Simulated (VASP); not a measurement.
# SrO (Fm-3m) in VASP: notebook

Aim: see how the results for SrO move with the level of theory and the settings. Levels: revPBE, BLYP, PBEsol+D4, SVWN5. Tasks: single point, relaxation of cell and atoms.

Program: VASP 6.6.1. These are calculated values, not measurements. Logs are shortened: lines on timing, memory, paths and dates and some standing lists are left out, and cuts for length are marked.

## (1) The cell of the first run

It takes space group Fm-3m (No. 225, cubic). Conventional cell: a = 5.133 Å, b = 5.133 Å, c = 5.133 Å, α = 90.00°, β = 90.00°, γ = 90.00°. Within 3.4 Å of Sr (site symmetry m-3m) lie 6 O at 2.57 Å. O (site symmetry m-3m) has 6 Sr at 2.57 Å within 3.4 Å.

## (2) Single point, revPBE

Contents of INCAR:

```
SYSTEM = SrO
  PREC = Accurate
  ENCUT = 520
  EDIFF = 1E-6
  ISMEAR = -1
  SIGMA = 0.05
  LREAL = .FALSE.
  LASPH = .TRUE.
  NELM = 80
  ALGO = Normal
  ISIF = 2
  LWAVE = .FALSE.
  LCHARG = .FALSE.
  GGA = RE
  NBANDS = 15
```

Contents of KPOINTS:

```
Automatic mesh
0
G
  9 9 9
  0 0 0
```

Contents of POSCAR:

```
SrO
1.0
    0.0000000000      2.5663000000      2.5663000000
    2.5663000000      0.0000000000      2.5663000000
    2.5663000000      2.5663000000      0.0000000000
Sr O
1 1
Direct
    0.5000000000      0.5000000000      0.5000000000
    0.0000000000      0.0000000000      0.0000000000
```

Potentials or basis: VASP PAW PBE potentials, release 64 (Sr_sv, O).

Run with:

```sh
$ cat potpaw_PBE.64/Sr_sv/POTCAR potpaw_PBE.64/O/POTCAR > POTCAR
$ mpirun -np 1 vasp_std > vasp.out
```

OUTCAR:

```text
SYSTEM = SrO
   PREC = Accurate
   ENCUT = 520
   EDIFF = 1E-6
   ISMEAR = -1
   LREAL = .FALSE.
   LASPH = .TRUE.
   NELM = 80
   ISIF = 2
   GGA = RE

 ion  position               nearest neighbor table
   1  0.500  0.500  0.500-   2 2.57   2 2.57   2 2.57   2 2.57   2 2.57   2 2.57
   2  0.000  0.000  0.000-   1 2.57   1 2.57   1 2.57   1 2.57   1 2.57   1 2.57

  LATTYP: Found a face centered cubic cell.
 ALAT       =     5.1326000000

  Lattice vectors:

 A1 = (   0.0000000000,   2.5663000000,   2.5663000000)
 A2 = (   2.5663000000,   0.0000000000,   2.5663000000)
 A3 = (   2.5663000000,   2.5663000000,   0.0000000000)

Analysis of symmetry for initial positions (statically):
=====================================================================
 Subroutine PRICEL returns:
 Original cell was already a primitive cell.

 Routine SETGRP: Setting up the symmetry group for a
 face centered cubic supercell.

 Subroutine GETGRP returns: Found 48 space group operations
[... 9 lines left out ...]

 Routine SETGRP: Setting up the symmetry group for a
 face centered cubic supercell.

 Subroutine GETGRP returns: Found 48 space group operations
[... 11 lines left out ...]
                                     Primitive cell

  volume of cell :      33.8028

  direct lattice vectors                    reciprocal lattice vectors
     0.000000000  2.566300000  2.566300000    -0.194833028  0.194833028  0.194833028
     2.566300000  0.000000000  2.566300000     0.194833028 -0.194833028  0.194833028
     2.566300000  2.566300000  0.000000000     0.194833028  0.194833028 -0.194833028

  length of vectors
     3.629296265  3.629296265  3.629296265     0.337460704  0.337460704  0.337460704

  position of ions in fractional coordinates (direct lattice)
     0.500000000  0.500000000  0.500000000
     0.000000000  0.000000000  0.000000000

  ion indices of the primitive-cell ions
   primitive index   ion index
                 1           1
                 2           2

----------------------------------------------------------------------------------------

 KPOINTS: Automatic mesh

Automatic generation of k-mesh.
 Grid dimensions read from file:
 generate k-points for:    9    9    9

 Generating k-lattice:

  Cartesian coordinates                     Fractional coordinates (reciprocal lattice)
    -0.021648114  0.021648114  0.021648114     0.111111111  0.000000000  0.000000000
     0.021648114 -0.021648114  0.021648114     0.000000000  0.111111111  0.000000000
     0.021648114  0.021648114 -0.021648114     0.000000000  0.000000000  0.111111111

  Length of vectors
     0.037495634  0.037495634  0.037495634

  Shift w.r.t. Gamma in fractional coordinates (k-lattice)
     0.000000000  0.000000000  0.000000000

 Subroutine IBZKPT returns following result:
 ===========================================

 Found     35 irreducible k-points:

 Following reciprocal coordinates:
            Coordinates               Weight
  0.000000  0.000000  0.000000      1.000000
  0.111111  0.000000  0.000000      8.000000
  0.222222  0.000000  0.000000      8.000000
  0.333333  0.000000  0.000000      8.000000
  0.444444  0.000000  0.000000      8.000000
  0.111111  0.111111  0.000000      6.000000
[... 16 lines left out ...]
 -0.333333  0.333333  0.000000     12.000000
  0.444444  0.444444  0.000000      6.000000
 [... further k-points ...]
   k-points           NKPTS =     35   k-points in BZ     NKDIM =     35   number of bands    NBANDS=     15
   number of dos      NEDOS =    301   number of ions     NIONS =      2
   total plane-waves  NPLWV =  21952
   dimension x,y,z NGX =    28 NGY =   28 NGZ =   28
   dimension x,y,z NGXF=    56 NGYF=   56 NGZF=   56
   ions per type =               1   1
   NGX,Y,Z   is equivalent  to a cutoff of  12.83, 12.83, 12.83 a.u.
   NGXF,Y,Z  is equivalent  to a cutoff of  25.65, 25.65, 25.65 a.u.
 SYSTEM =  SrO
   PREC   = accura    normal or accurate (medium, high low for compatibility)
   ISTART =      0    job   : 0-new  1-cont  2-samecut
   ICHARG =      2    charge: 1-file 2-atom 10-const
   ISPIN  =      1    spin polarized calculation?
   LNONCOLLINEAR =      F non collinear calculations
   LSORBIT =      F    spin-orbit coupling
   LASPH  =      T    aspherical Exc in radial PAW
   ENCUT  =  520.0 eV  38.22 Ry    6.18 a.u.   6.75  6.75  6.75*2*pi/ulx,y,z
   NELM   =     80;   NELMIN=  2; NELMDL= -5     # of ELM steps
   EDIFF  = 0.1E-05   stopping-criterion for ELM
   LREAL  =      F    real-space projection
   EDIFFG = 0.1E-04   stopping-criterion for IOM
   NSW    =      0    number of steps for IOM
   IBRION =     -1    ionic relax: 0-MD 1-quasi-New 2-CG
   NFREE  =      0    steps in history (QN), initial steepest desc. (CG)
   ISIF   =      2    stress and relaxation
   ISYM   =      2    0-nonsym 1-usesym 2-fastsym
   POTIM  = 0.5000    time-step for ionic-motion
   TEBEG  =    0.0;   TEEND  =   0.0 temperature during run
   PSTRESS=    0.0 pullay stress
   NELECT =      16.0000    total number of electrons
   NUPDOWN=      -1.0000    fix difference up-down
   EMIN   =  10.00;   EMAX   =-10.00  energy-range for DOS
   EFERMI =   0.00;   METHOD = LEGACY
   ISMEAR =    -1;   SIGMA  =   0.05  broadening in eV -4-tet -1-fermi 0-gaus
   EFERMI_NEDOS =   21; number of points for ismear=-14 and -15
   IALGO  =     38    algorithm
   IMIX   =      4    mixing-type and parameters
     AMIX     =   0.40;   BMIX     =  1.00
     AMIX_MAG =   1.60;   BMIX_MAG =  1.00
  volume/ion in A,a.u.               =      16.90       114.06
  Fermi-wavevector in a.u.,A,eV,Ry     =   1.275843  2.410995 22.147245  1.627777
  Thomas-Fermi vector in A             =   2.408533
   LORBIT       =      0    0 simple, 1 ext, 2 COOP (PROOUT), +10 PAW based schemes
   GGA     = RE    functional components
   LHFCALC =     F    Hartree Fock is set to
   AEXX    =    0.0000 exact exchange contribution
   IVDW    =     0    specifies the selected vdW correction
   LEPSILON=     F    determine dielectric tensor
   LRPA    =     F    only Hartree local field effects (RPA)
 non-spin polarized calculation
  energy-cutoff  :      520.00
  volume of cell :       33.80
 maximum number of plane-waves:       941
   NGX = 13   NGY = 13   NGZ = 13

 number of electron      15.9999996 magnetization

 Free energy of the ion-electron system (eV)
  ---------------------------------------------------
  ext. energy  EPLUGINS =         0.00000000
  ---------------------------------------------------
  free energy    TOTEN  =       -11.41995478 eV

  energy without entropy =      -11.41995478  energy(sigma->0) =      -11.41995478

 E-fermi :   2.9762     XC(G=0):  -9.8668

 val. band max:        1.8217189065   @ k =   0.0000   0.0000   0.0000
 cond. band min:       5.2280234692   @ k =   0.4444   0.4444   0.0000
 fundamental gap:      3.4063045627
 Fermi energy:         2.9761705351

 k-point     1 :       0.0000    0.0000    0.0000
  band No.  band energies     occupation
      1     -30.6200      2.00000
      2     -13.3459      2.00000
      3     -12.2591      2.00000
      4     -12.2591      2.00000
      5     -12.2591      2.00000
      6       1.8217      2.00000
      7       1.8217      2.00000
      8       1.8217      2.00000
      9       5.9765      0.00000
     10       8.0913      0.00000
     11       8.0914      0.00000
     12       8.0914      0.00000
     13      10.2268      0.00000
     14      10.2268      0.00000
     15      14.7230      0.00000

 k-point     2 :       0.1111    0.0000    0.0000
  band No.  band energies     occupation
      1     -30.6039      2.00000
      2     -13.6487      2.00000
      3     -12.2688      2.00000
      4     -12.2688      2.00000
      5     -11.9953      2.00000
      6       1.4616      2.00000
      7       1.6624      2.00000
      8       1.6624      2.00000
      9       6.5331      0.00000
     10       7.9727      0.00000
     11       8.3336      0.00000
     12       8.3336      0.00000
     13      10.5543      0.00000
     14      10.5543      0.00000
     15      15.5145      0.00000

 k-point     3 :       0.2222    0.0000    0.0000
  band No.  band energies     occupation
      1     -30.5629      2.00000
      2     -14.1614      2.00000
      3     -12.2930      2.00000
      4     -12.2930      2.00000
      5     -11.5824      2.00000
      6       0.7446      2.00000
      7       1.2955      2.00000
      8       1.2955      2.00000
      9       7.7674      0.00000
     10       7.9426      0.00000
     11       9.0069      0.00000
     12       9.0069      0.00000
     13      11.4002      0.00000
     14      11.4002      0.00000
     15      17.2765      0.00000

 k-point     4 :       0.3333    0.0000    0.0000
  band No.  band energies     occupation
      1     -30.5156      2.00000
      2     -14.5937      2.00000
      3     -12.3200      2.00000
      4     -12.3200      2.00000
      5     -11.2639      2.00000
      6       0.0959      2.00000
      7       0.9271      2.00000
      8       0.9271      2.00000
      9       8.0999      0.00000
     10       9.2653      0.00000
     11       9.9134      0.00000
     12       9.9134      0.00000
     13      12.5003      0.00000
     14      12.5003      0.00000
     15      17.8122      0.00000
[... 307 lines left out ...]
 k-point    22 :      -0.4444    0.3333    0.0000
  band No.  band energies     occupation
      1     -30.4449      2.00000
      2     -14.0926      2.00000
      3     -12.9749      2.00000
      4     -12.5344      2.00000
      5     -11.9134      2.00000
      6       0.9654      2.00000
      7       1.2833      2.00000
      8       1.3157      2.00000
      9       6.4530      0.00000
     10       9.9446      0.00000
     11      10.6727      0.00000
     12      12.0321      0.00000
     13      12.7794      0.00000
     14      15.0778      0.00000
     15      15.2324      0.00000

 k-point    23 :      -0.3333    0.3333    0.0000
  band No.  band energies     occupation
      1     -30.4486      2.00000
      2     -14.3212      2.00000
      3     -12.9432      2.00000
      4     -12.4615      2.00000
      5     -11.6121      2.00000
      6       0.5141      2.00000
      7       1.0143      2.00000
      8       1.3467      2.00000
      9       7.5954      0.00000
     10       9.1171      0.00000
     11      10.8421      0.00000
     12      11.4156      0.00000
     13      13.1705      0.00000
     14      14.8019      0.00000
     15      16.9636      0.00000

 k-point    24 :       0.4444    0.4444    0.0000
  band No.  band energies     occupation
      1     -30.4451      2.00000
      2     -13.6164      2.00000
      3     -12.8700      2.00000
      4     -12.6134      2.00000
      5     -12.6134      2.00000
      6       1.2917      2.00000
      7       1.7292      2.00000
      8       1.7292      2.00000
      9       5.2280      0.00000
     10       9.5956      0.00000
     11      11.9346      0.00000
     12      12.3581      0.00000
     13      12.7608      0.00000
     14      12.7608      0.00000
     15      16.0821      0.00000

 [... further k-points ...]
[... 5 lines left out ...]
  --------------------------------------------------------------------------------------
  -------------------------------------------------------------------------------------
  Total        1.3060717      1.3060717      1.3060717      0.0000000      0.0000000     -0.0000000
  in kB       61.9049459     61.9049459     61.9049459      0.0000000      0.0000000     -0.0000000
  external PRESSURE =      61.9049459 kB  Pullay stress =       0.0000000 kB

 VOLUME and BASIS-vectors are now :
 -----------------------------------------------------------------------------
  energy-cutoff  :      520.00
  volume of cell :       33.80
      direct lattice vectors                 reciprocal lattice vectors
     0.000000000  2.566300000  2.566300000    -0.194833028  0.194833028  0.194833028
     2.566300000  0.000000000  2.566300000     0.194833028 -0.194833028  0.194833028
     2.566300000  2.566300000  0.000000000     0.194833028  0.194833028 -0.194833028

 POSITION                                       TOTAL-FORCE (eV/Angst)
 -----------------------------------------------------------------------------------
      2.56630      2.56630      2.56630        -0.000000      0.000000     -0.000000
      0.00000      0.00000      0.00000         0.000000     -0.000000      0.000000
 -----------------------------------------------------------------------------------
    total drift:                                0.000000      0.000000      0.000000

  FREE ENERGIE OF THE ION-ELECTRON SYSTEM (eV)
  ---------------------------------------------------
  free  energy   TOTEN  =       -11.4199547801 eV

  energy  without entropy=      -11.4199547801  energy(sigma->0) =      -11.41995478
```

It took 26 s on 1 thread of AMD EPYC 7R43 (Zen 3), shared host; peak memory 0.13 GiB.

Results:

```
Free energy            : -11.4200 eV
Pressure               : 6.2 GPa
Band gap on the k mesh : 3.41 eV, indirect (least direct gap 3.50 eV)
```

Caveat: the PAW data sets were made with another functional, which shifts forces and pressure a little.

## (3) Single point, BLYP

Contents of INCAR:

```
SYSTEM = SrO
PREC = Accurate
ENCUT = 520
EDIFF = 1E-6
ISMEAR = -1
SIGMA = 0.05
LREAL = .FALSE.
LASPH = .TRUE.
NELM = 60
ALGO = Normal
ISIF = 2
LWAVE = .FALSE.
LCHARG = .FALSE.
GGA = B5
ALDAX = 1.0
AGGAX = 1.0
AGGAC = 1.0
ALDAC = 0.0
NBANDS = 15
```

Contents of KPOINTS:

```
regular mesh
0
G
  9 9 9
  0 0 0
```

POSCAR is that of step 2.

Potentials or basis: VASP PAW PBE potentials, release 64 (Sr_sv, O).

Run with:

```sh
$ cat potpaw_PBE.64/Sr_sv/POTCAR potpaw_PBE.64/O/POTCAR > POTCAR
$ mpirun -np 1 vasp_std > vasp.out
```

Wall time 42 s (1 thread of AMD EPYC 7R43 (Zen 3), shared host); peak memory 0.13 GiB.

It converged, with:

```yaml
Free_energy: -11.4493 eV
Pressure: 6.9 GPa
Band_gap_on_the_k_mesh: 3.45 eV, indirect (least direct gap 3.54 eV)
```

Levels at points of the mesh, in eV from the valence-band top:
```
           k point  band 5  band 6  band 7  band 8  band 9  band 10  band 11  band 12
(0.00, 0.00, 0.00)  -14.07    0.00    0.00    0.00    4.27     6.23     6.23     6.23
```

Caveat: the PAW data sets were made with another functional, which shifts forces and pressure a little. A k mesh can miss the band edges.

## (4) Relaxation of cell and atoms, PBEsol+D4

Contents of INCAR:

```
PREC = Accurate
ENCUT = 600
EDIFF = 1E-6
ISMEAR = -1
SIGMA = 0.05
LREAL = False
LASPH = True
NELM = 100
ALGO = Normal
ISIF = 3
LWAVE = False
LCHARG = False
GGA = PS
IVDW = 13
IBRION = 2
NSW = 60
EDIFFG = -0.01
```

Contents of KPOINTS:

```
Automatic mesh
0
Gamma
  9 9 9
```

POSCAR is that of step 3.

Run with:

```sh
$ cat potpaw_PBE.64/Sr_sv/POTCAR potpaw_PBE.64/O/POTCAR > POTCAR
$ mpirun -np 1 vasp_std > vasp.out
```

Run time: 22 s. Hardware: 1 thread of AMD EPYC 9R45 (Zen 5), shared host; peak memory 0.15 GiB.

It converged, with:

- Free energy: -12.8440 eV
- Relaxed volume: 16.72 Å³/atom
- Relaxed cell: a = 3.616 Å, b = 3.616 Å, c = 3.616 Å, α = 60.00°, β = 60.00°, γ = 60.00°
- Space group after relaxing (to 0.05 Å): Fm-3m (No. 225)
- Energy gained by relaxing: 0.6 meV/atom
- Ionic steps: 3
- Pressure after relaxing: 0.0 GPa
- Band gap on the k mesh: 3.20 eV, indirect (least direct gap 3.29 eV)
- Dispersion energy per atom: -0.102 eV

Step by step:
```tsv
step	energy change (eV)	largest force (eV/Å)	pressure (GPa)	volume (Å³)
1	0.0000	0.0000	-1.03	33.80
2	-0.0010	0.0000	0.46	33.27
3	-0.0012	0.0000	0.01	33.43
```

Final structure:
```cif
data_structure
_symmetry_space_group_name_H-M 'P 1'
_symmetry_Int_Tables_number 1
_cell_length_a 3.6160
_cell_length_b 3.6160
_cell_length_c 3.6160
_cell_angle_alpha 60.000
_cell_angle_beta 60.000
_cell_angle_gamma 60.000
_cell_volume 33.43
loop_
_atom_site_label
_atom_site_type_symbol
_atom_site_fract_x
_atom_site_fract_y
_atom_site_fract_z
_atom_site_occupancy
Sr1 Sr 0.50000 0.50000 0.50000 1
O1 O 0.00000 0.00000 0.00000 1
```

Levels at points of the mesh, in eV from the valence-band top:
```csv
k point,band 5,band 6,band 7,band 8,band 9,band 10,band 11,band 12
"(0.00, 0.00, 0.00)",-13.81,0.00,0.00,0.00,3.94,6.20,6.20,6.20
```

Caveat: the PAW data sets were made with another functional, which shifts forces and pressure a little. A k mesh can miss the band edges.

## (5) Relaxation of cell and atoms, SVWN5

Contents of INCAR:

```
SYSTEM = SrO
PREC = Accurate ; ENCUT = 600
EDIFF = 1E-6 ; ISMEAR = -1
SIGMA = 0.05 ; LREAL = .False.
LASPH = .True. ; NELM = 100
ALGO = Normal ; ISIF = 3
LWAVE = .False. ; LCHARG = .False.
GGA = VW ; IBRION = 2
NSW = 60 ; EDIFFG = -0.01
```

Contents of KPOINTS:

```
Automatic mesh
0
Gamma
  9 9 9
  0 0 0
```

POSCAR is that of step 4.

Run with:

```sh
$ cat potpaw_PBE.64/Sr_sv/POTCAR potpaw_PBE.64/O/POTCAR > POTCAR
$ mpirun -np 1 vasp_std > vasp.out
```

Run time: 19 s. Hardware: 1 thread of AMD EPYC 9R45 (Zen 5), shared host; peak memory 0.14 GiB.

The run converged. Its results:

```
Free energy                            : -13.4278 eV
Relaxed volume                         : 16.33 Å³/atom
Relaxed cell                           : a = 3.588 Å, b = 3.588 Å, c = 3.588 Å, α = 60.00°, β = 60.00°, γ = 60.00°
Space group after relaxing (to 0.05 Å) : Fm-3m (No. 225)
Energy gained by relaxing              : 6.1 meV/atom
Ionic steps                            : 3
Pressure after relaxing                : 0.0 GPa
Band gap on the k mesh                 : 3.14 eV, indirect (least direct gap 3.21 eV)
```

The path:
```tsv
step	energy change (eV)	largest force (eV/Å)	pressure (GPa)	volume (Å³)
1	0.0000	0.0000	-3.30	33.80
2	-0.0092	0.0000	1.79	32.13
3	-0.0122	0.0000	0.00	32.66
```

Final structure:
```cif
data_structure
_symmetry_space_group_name_H-M 'P 1'
_symmetry_Int_Tables_number 1
_cell_length_a 3.5880
_cell_length_b 3.5880
_cell_length_c 3.5880
_cell_angle_alpha 60.000
_cell_angle_beta 60.000
_cell_angle_gamma 60.000
_cell_volume 32.66
loop_
_atom_site_label
_atom_site_type_symbol
_atom_site_fract_x
_atom_site_fract_y
_atom_site_fract_z
_atom_site_occupancy
Sr1 Sr 0.50000 0.50000 0.50000 1
O1 O 0.00000 0.00000 0.00000 1
```

Levels at points of the mesh, in eV from the valence-band top:
| k point | band 6 | band 7 | band 8 | band 9 | band 10 | band 11 |
| --- | --- | --- | --- | --- | --- | --- |
| (0.00, 0.00, 0.00) | 0.00 | 0.00 | 0.00 | 4.07 | 6.20 | 6.20 |

Caveat: the PAW data sets were made with another functional, which shifts forces and pressure a little. A k mesh can miss the band edges.

## (6) Summary

| task | level | cell | cutoff (eV) | gap on the mesh (eV) | pressure (GPa) | relaxed volume (Å³/atom) |
| --- | --- | --- | --- | --- | --- | --- |
| single point | revPBE | as given | 520 | 3.41 | 6.2 | - |
| single point | BLYP | as given | 520 | 3.45 | 6.9 | - |
| relaxation of cell and atoms | PBEsol+D4 | relaxed | 600 | 3.20 | 0.0 | 16.72 |
| relaxation of cell and atoms | SVWN5 | relaxed | 600 | 3.14 | 0.0 | 16.33 |

Alike in all rows: potentials or basis VASP PAW PBE potentials, release 64 (Sr_sv, O); no spin polarisation; k mesh 9 × 9 × 9; smearing fermi-dirac 0.05 eV.

Caveats: the PAW data sets were made with another functional, which shifts forces and pressure a little.

Total energies depend on the potentials used, so only differences within one code and one set of settings carry meaning.
